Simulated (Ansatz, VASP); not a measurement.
One calculation of Ca, two programs

Contents of INCAR:

```
PREC = Accurate ; ENCUT = 520
EDIFF = 1E-7 ; ISMEAR = -1
SIGMA = 0.05 ; LREAL = F
LASPH = T ; NELM = 100
ALGO = Normal ; ISIF = 2
LWAVE = F ; LCHARG = F
GGA = PE ; NBANDS = 11
```

Contents of KPOINTS:

```
Automatic mesh
0
Gamma
  8 8 8
```

The input POSCAR:

```
Ca
1.0
    0.0000000000      2.8127051751      2.8127051751
    2.8127051751      0.0000000000      2.8127051751
    2.8127051751      2.8127051751      0.0000000000
Ca
1
Direct
    0.0000000000      0.0000000000      0.0000000000
```

The input input.yaml:

```yaml
crystal:
  lattice:
    - [0.0, 2.8127051751, 2.8127051751]
    - [2.8127051751, 0.0, 2.8127051751]
    - [2.8127051751, 2.8127051751, 0.0]
  atoms:
    - { symbol: Ca, position: [0.0, 0.0, 0.0] }
kpoints:
  mp_grid: { grid: [8, 8, 8] }
scf:
  occupations: { method: fermi_dirac, width: 0.05 }
hamiltonian:
  xc: pbe
  pseudopotentials: { kind: all_electron, lapw: { basis_error: 0.0005 } }
output:
  forces: true
  stress: true
  eigenvalues: true
```

Change from the starting cell: volume scaled by 1.02.

Alike in both runs: task single point; functional PBE; k mesh 8 × 8 × 8; occupations fermi-dirac, width 0.05 eV; no spin polarisation.

|  | VASP | Ansatz |
| --- | --- | --- |
| version | VASP 6.6.1 | Ansatz 0.2.0 |
| potentials or method | VASP PAW PBE potentials, release 64 (Ca_sv), cutoff 520 eV | all-electron LAPW, scalar-relativistic |

VASP gave:

```
gap on the k mesh at the Fermi level (eV) : none
pressure (GPa)                            : -0.8
```

Problem. What did Ansatz give for the same quantities?

Solution. gap on the k mesh at the Fermi level (eV): none; pressure (GPa): -0.9.

A gap of «none» marks a metal or a gap that the smearing closes. Ansatz ran all-electron here, and VASP with PAW potentials.
